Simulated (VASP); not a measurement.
# CdTe (F-43m) in VASP: single point with PBEsol

Aim: the single point of CdTe with PBEsol.

Everything below comes from runs of VASP 6.6.1. Logs are shortened: lines on timing, memory, paths and dates and some standing lists are left out, and cuts for length are marked.

## 1. The cell of the first run

The structure is cubic, space group F-43m (No. 216). Conventional cell: a = 6.503 Å, b = 6.503 Å, c = 6.503 Å, α = 90.00°, β = 90.00°, γ = 90.00°. Cd (site symmetry -43m) has 4 Te at 2.82 Å within 3.7 Å. Te (site symmetry -43m) has 4 Cd at 2.82 Å within 3.7 Å.

## 2. Single point, PBEsol

INCAR reads:

```
PREC = Accurate
ENCUT = 500
EDIFF = 1E-6
ISMEAR = -1
SIGMA = 0.05
LREAL = Auto
LASPH = True
NELM = 120
ALGO = Normal
ISIF = 2
LWAVE = False
LCHARG = True
GGA = PS
LELF = True
LVHAR = True
NBANDS = 326
GGA_COMPAT = False
NCORE = 4
```

KPOINTS reads:

```
Automatic mesh
0
Gamma
  1 1 1
  0.5 0.5 0.5
```

POSCAR reads:

```
CdTe
1.0
   13.0062637712      0.0000000000      0.0000000000
    0.0000000000     13.0062637712      0.0000000000
    0.0000000000      0.0000000000     13.0062637712
Cd Te
32 32
Direct
    1.0000000000      1.0000000000      1.0000000000
    1.0000000000      1.0000000000      0.5000000000
    1.0000000000      0.5000000000      1.0000000000
    1.0000000000      0.5000000000      0.5000000000
    0.5000000000      0.0000000000      0.0000000000
    0.5000000000      0.0000000000      0.5000000000
    0.5000000000      0.5000000000      0.0000000000
    0.5000000000      0.5000000000      0.5000000000
    0.2500000000      0.2500000000      1.0000000000
    0.2500000000      0.2500000000      0.5000000000
    0.2500000000      0.7500000000      1.0000000000
    0.2500000000      0.7500000000      0.5000000000
    0.7500000000      0.2500000000      0.0000000000
    0.7500000000      0.2500000000      0.5000000000
    0.7500000000      0.7500000000      0.0000000000
    0.7500000000      0.7500000000      0.5000000000
    0.2500000000      1.0000000000      0.2500000000
    0.2500000000      1.0000000000      0.7500000000
    0.2500000000      0.5000000000      0.2500000000
    0.2500000000      0.5000000000      0.7500000000
    0.7500000000      1.0000000000      0.2500000000
    0.7500000000      1.0000000000      0.7500000000
    0.7500000000      0.5000000000      0.2500000000
    0.7500000000      0.5000000000      0.7500000000
    1.0000000000      0.2500000000      0.2500000000
    1.0000000000      0.2500000000      0.7500000000
    1.0000000000      0.7500000000      0.2500000000
    1.0000000000      0.7500000000      0.7500000000
    0.5000000000      0.2500000000      0.2500000000
    0.5000000000      0.2500000000      0.7500000000
    0.5000000000      0.7500000000      0.2500000000
    0.5000000000      0.7500000000      0.7500000000
    0.1250000000      0.1250000000      0.1250000000
    0.1250000000      0.1250000000      0.6250000000
    0.1250000000      0.6250000000      0.1250000000
    0.1250000000      0.6250000000      0.6250000000
    0.6250000000      0.1250000000      0.1250000000
    0.6250000000      0.1250000000      0.6250000000
    0.6250000000      0.6250000000      0.1250000000
    0.6250000000      0.6250000000      0.6250000000
    0.3750000000      0.3750000000      0.1250000000
    0.3750000000      0.3750000000      0.6250000000
    0.3750000000      0.8750000000      0.1250000000
    0.3750000000      0.8750000000      0.6250000000
    0.8750000000      0.3750000000      0.1250000000
    0.8750000000      0.3750000000      0.6250000000
    0.8750000000      0.8750000000      0.1250000000
    0.8750000000      0.8750000000      0.6250000000
    0.3750000000      0.1250000000      0.3750000000
    0.3750000000      0.1250000000      0.8750000000
    0.3750000000      0.6250000000      0.3750000000
    0.3750000000      0.6250000000      0.8750000000
    0.8750000000      0.1250000000      0.3750000000
    0.8750000000      0.1250000000      0.8750000000
    0.8750000000      0.6250000000      0.3750000000
    0.8750000000      0.6250000000      0.8750000000
    0.1250000000      0.3750000000      0.3750000000
    0.1250000000      0.3750000000      0.8750000000
    0.1250000000      0.8750000000      0.3750000000
    0.1250000000      0.8750000000      0.8750000000
    0.6250000000      0.3750000000      0.3750000000
    0.6250000000      0.3750000000      0.8750000000
    0.6250000000      0.8750000000      0.3750000000
    0.6250000000      0.8750000000      0.8750000000
```

Potentials or basis: VASP PAW PBE potentials, release 64 (Cd, Te).

The run is started by

```bash
$ cat potpaw_PBE.64/Cd/POTCAR potpaw_PBE.64/Te/POTCAR > POTCAR
$ mpirun -np 4 vasp_std > vasp.out
```

OUTCAR:

```text
PREC = Accurate
   ENCUT = 500
   EDIFF = 1E-6
   ISMEAR = -1
   LREAL = Auto
   LASPH = True
   NELM = 120
   ISIF = 2
   GGA = PS

 ion  position               nearest neighbor table
   1  0.000  0.000  0.000-  33 2.82  47 2.82  54 2.82  60 2.82
   2  0.000  0.000  0.500-  34 2.82  48 2.82  53 2.82  59 2.82
   3  0.000  0.500  0.000-  35 2.82  45 2.82  56 2.82  58 2.82
   4  0.000  0.500  0.500-  36 2.82  46 2.82  55 2.82  57 2.82
   5  0.500  0.000  0.000-  37 2.82  43 2.82  50 2.82  64 2.82
   6  0.500  0.000  0.500-  38 2.82  44 2.82  49 2.82  63 2.82
[... 56 lines left out ...]
  63  0.625  0.875  0.375-   6 2.82  16 2.82  21 2.82  31 2.82
  64  0.625  0.875  0.875-   5 2.82  15 2.82  22 2.82  32 2.82

  LATTYP: Found a simple cubic cell.
 ALAT       =    13.0062637712

  Lattice vectors:

 A1 = (  13.0062637712,   0.0000000000,   0.0000000000)
 A2 = (   0.0000000000,  13.0062637712,   0.0000000000)
 A3 = (   0.0000000000,   0.0000000000,  13.0062637712)

Analysis of symmetry for initial positions (statically):
=====================================================================
 Subroutine PRICEL returns following result:

  LATTYP: Found a face centered cubic cell.
 ALAT       =     6.5031318856

  Lattice vectors:

 A1 = (   3.2515659428,  -3.2515659428,   0.0000000000)
 A2 = (   3.2515659428,   0.0000000000,   3.2515659428)
 A3 = (   0.0000000000,  -3.2515659428,   3.2515659428)

  32 primitive cells build up your supercell.

 Routine SETGRP: Setting up the symmetry group for a
 simple cubic supercell.

 Subroutine GETGRP returns: Found 24 space group operations
 (whereof 24 operations were pure point group operations)
 out of a pool of 48 trial point group operations.

The static configuration has the point symmetry T_d .

Analysis of symmetry for dynamics (positions and initial velocities):
=====================================================================
 Subroutine PRICEL returns following result:

  LATTYP: Found a face centered cubic cell.
 ALAT       =     6.5031318856

  Lattice vectors:

 A1 = (   3.2515659428,  -3.2515659428,   0.0000000000)
 A2 = (   3.2515659428,   0.0000000000,   3.2515659428)
 A3 = (   0.0000000000,  -3.2515659428,   3.2515659428)

  32 primitive cells build up your supercell.

 Routine SETGRP: Setting up the symmetry group for a
 simple cubic supercell.

 Subroutine GETGRP returns: Found 24 space group operations
 (whereof 24 operations were pure point group operations)
 out of a pool of 48 trial point group operations.

The dynamic configuration has the point symmetry T_d .

 Subroutine INISYM returns: Found 24 space group operations
 (whereof 24 operations are pure point group operations),
 and found    32 'primitive' translations

----------------------------------------------------------------------------------------

                                     Primitive cell

  volume of cell :      68.7555

  direct lattice vectors                    reciprocal lattice vectors
     3.251565943 -3.251565943  0.000000000     0.153772062 -0.153772062 -0.153772062
     3.251565943  0.000000000  3.251565943     0.153772062  0.153772062  0.153772062
     0.000000000 -3.251565943  3.251565943    -0.153772062 -0.153772062  0.153772062

  length of vectors
     4.598408655  4.598408655  4.598408655     0.266341024  0.266341024  0.266341024

  position of ions in fractional coordinates (direct lattice)
     0.000000000  0.000000000  0.000000000
     0.750000000  0.750000000  0.750000000

  ion indices of the primitive-cell ions
   primitive index   ion index
                 1           1
                 2          33

----------------------------------------------------------------------------------------

 KPOINTS: Automatic mesh

Automatic generation of k-mesh.
 Grid dimensions read from file:
 generate k-points for:    1    1    1

 Generating k-lattice:

  Cartesian coordinates                     Fractional coordinates (reciprocal lattice)
     0.076886031  0.000000000  0.000000000     1.000000000  0.000000000  0.000000000
     0.000000000  0.076886031  0.000000000     0.000000000  1.000000000  0.000000000
     0.000000000  0.000000000  0.076886031     0.000000000  0.000000000  1.000000000

  Length of vectors
     0.076886031  0.076886031  0.076886031

  Shift w.r.t. Gamma in fractional coordinates (k-lattice)
     0.500000000  0.500000000  0.500000000

 Subroutine IBZKPT returns following result:
 ===========================================

 Found      1 irreducible k-points:

 Following reciprocal coordinates:
            Coordinates               Weight
  0.500000  0.500000  0.500000      1.000000
   k-points           NKPTS =      1   k-points in BZ     NKDIM =      1   number of bands    NBANDS=    326
   number of dos      NEDOS =    301   number of ions     NIONS =     64
   total plane-waves  NPLWV = 884736
   dimension x,y,z NGX =    96 NGY =   96 NGZ =   96
   dimension x,y,z NGXF=   192 NGYF=  192 NGZF=  192
   ions per type =              32  32
   NGX,Y,Z   is equivalent  to a cutoff of  12.27, 12.27, 12.27 a.u.
   NGXF,Y,Z  is equivalent  to a cutoff of  24.54, 24.54, 24.54 a.u.
 SYSTEM =  unknown system
   PREC   = accura    normal or accurate (medium, high low for compatibility)
   ISTART =      0    job   : 0-new  1-cont  2-samecut
   ICHARG =      2    charge: 1-file 2-atom 10-const
   ISPIN  =      1    spin polarized calculation?
   LNONCOLLINEAR =      F non collinear calculations
   LSORBIT =      F    spin-orbit coupling
   LASPH  =      T    aspherical Exc in radial PAW
   ENCUT  =  500.0 eV  36.75 Ry    6.06 a.u.  23.71 23.71 23.71*2*pi/ulx,y,z
   NELM   =    120;   NELMIN=  2; NELMDL= -5     # of ELM steps
   EDIFF  = 0.1E-05   stopping-criterion for ELM
   LREAL  =      T    real-space projection
   EDIFFG = 0.1E-04   stopping-criterion for IOM
   NSW    =      0    number of steps for IOM
   IBRION =     -1    ionic relax: 0-MD 1-quasi-New 2-CG
   NFREE  =      0    steps in history (QN), initial steepest desc. (CG)
   ISIF   =      2    stress and relaxation
   ISYM   =      2    0-nonsym 1-usesym 2-fastsym
   POTIM  = 0.5000    time-step for ionic-motion
   TEBEG  =    0.0;   TEEND  =   0.0 temperature during run
   PSTRESS=    0.0 pullay stress
   NELECT =     576.0000    total number of electrons
   NUPDOWN=      -1.0000    fix difference up-down
   EMIN   =  10.00;   EMAX   =-10.00  energy-range for DOS
   EFERMI =   0.00;   METHOD = LEGACY
   ISMEAR =    -1;   SIGMA  =   0.05  broadening in eV -4-tet -1-fermi 0-gaus
   EFERMI_NEDOS =   21; number of points for ismear=-14 and -15
   IALGO  =     38    algorithm
   IMIX   =      4    mixing-type and parameters
     AMIX     =   0.40;   BMIX     =  1.00
     AMIX_MAG =   1.60;   BMIX_MAG =  1.00
  volume/ion in A,a.u.               =      34.38       231.99
  Fermi-wavevector in a.u.,A,eV,Ry     =   1.047281  1.979074 14.922827  1.096797
  Thomas-Fermi vector in A             =   2.182154
   LORBIT       =      0    0 simple, 1 ext, 2 COOP (PROOUT), +10 PAW based schemes
   GGA     = PS    functional components
   LHFCALC =     F    Hartree Fock is set to
   AEXX    =    0.0000 exact exchange contribution
   IVDW    =     0    specifies the selected vdW correction
   LEPSILON=     F    determine dielectric tensor
   LRPA    =     F    only Hartree local field effects (RPA)
 non-spin polarized calculation
  energy-cutoff  :      500.00
  volume of cell :     2200.18
 maximum number of plane-waves:     55840
 NGX is ok and might be reduce to    96
   NGX = 47   NGY = 47   NGZ = 47

 number of electron     575.9999787 magnetization

 Free energy of the ion-electron system (eV)
  ---------------------------------------------------
  ext. energy  EPLUGINS =         0.00000000
  ---------------------------------------------------
  free energy    TOTEN  =      -173.90651389 eV

  energy without entropy =     -173.90651389  energy(sigma->0) =     -173.90651389

 E-fermi :   2.8879     XC(G=0):  -8.7230

 val. band max:        1.7183258852   @ k =   0.5000   0.5000   0.5000
 cond. band min:       4.0241678347   @ k =   0.5000   0.5000   0.5000
 fundamental gap:      2.3058419495
 Fermi energy:         2.8879239661

 k-point     1 :       0.5000    0.5000    0.5000
  band No.  band energies     occupation
      1      -8.8056      2.00000
      2      -8.8056      2.00000
      3      -8.8056      2.00000
      4      -8.8056      2.00000
      5      -8.8056      2.00000
      6      -8.8056      2.00000
[... 292 lines left out ...]
    299       5.0199      0.00000
    300       5.0199      0.00000
 [bands above 300 left out]

------------------------ aborting loop because EDIFF is reached ----------------------------------------

  FORCE on cell =-STRESS in cart. coord.  units (eV):
  Direction    XX          YY          ZZ          XY          YZ          ZX
  --------------------------------------------------------------------------------------
  -------------------------------------------------------------------------------------
  Total        2.6815361      2.6815361      2.6815361     -0.0000000      0.0000000      0.0000000
  in kB        1.9527046      1.9527046      1.9527046     -0.0000000      0.0000000      0.0000000
  external PRESSURE =       1.9527046 kB  Pullay stress =       0.0000000 kB

 VOLUME and BASIS-vectors are now :
 -----------------------------------------------------------------------------
  energy-cutoff  :      500.00
  volume of cell :     2200.18
      direct lattice vectors                 reciprocal lattice vectors
    13.006263771  0.000000000  0.000000000     0.076886031  0.000000000  0.000000000
     0.000000000 13.006263771  0.000000000     0.000000000  0.076886031  0.000000000
     0.000000000  0.000000000 13.006263771     0.000000000  0.000000000  0.076886031

 POSITION                                       TOTAL-FORCE (eV/Angst)
 -----------------------------------------------------------------------------------
      0.00000      0.00000      0.00000        -0.000000      0.000000     -0.000000
      0.00000      0.00000      6.50313        -0.000000      0.000000      0.000000
      0.00000      6.50313      0.00000        -0.000000      0.000000      0.000000
      0.00000      6.50313      6.50313        -0.000000      0.000000      0.000000
      6.50313      0.00000      0.00000         0.000000      0.000000     -0.000000
      6.50313      0.00000      6.50313         0.000000     -0.000000      0.000000
[... 56 lines left out ...]
      8.12891     11.38048      4.87735         0.000000      0.000000      0.000000
      8.12891     11.38048     11.38048         0.000000      0.000000      0.000000
 -----------------------------------------------------------------------------------
    total drift:                                0.000000      0.000000      0.000000

  FREE ENERGIE OF THE ION-ELECTRON SYSTEM (eV)
  ---------------------------------------------------
  free  energy   TOTEN  =      -173.9065138936 eV

  energy  without entropy=     -173.9065138883  energy(sigma->0) =     -173.90651389
```

It took 5.2 min on 4 MPI ranks of Intel Xeon Platinum 8259CL at 2.50GHz (Skylake/Cascade Lake), shared host; peak memory 0.58 GiB.

What came out:

```
Free energy            : -173.9065 eV
Pressure               : 0.2 GPa
Band gap on the k mesh : 2.31 eV
```

Caveat: the PAW data sets were made with another functional, which shifts forces and pressure a little; spin-orbit coupling is left out, which moves the levels of the heavy elements; a shifted mesh leaves out Γ, where band edges can lie.
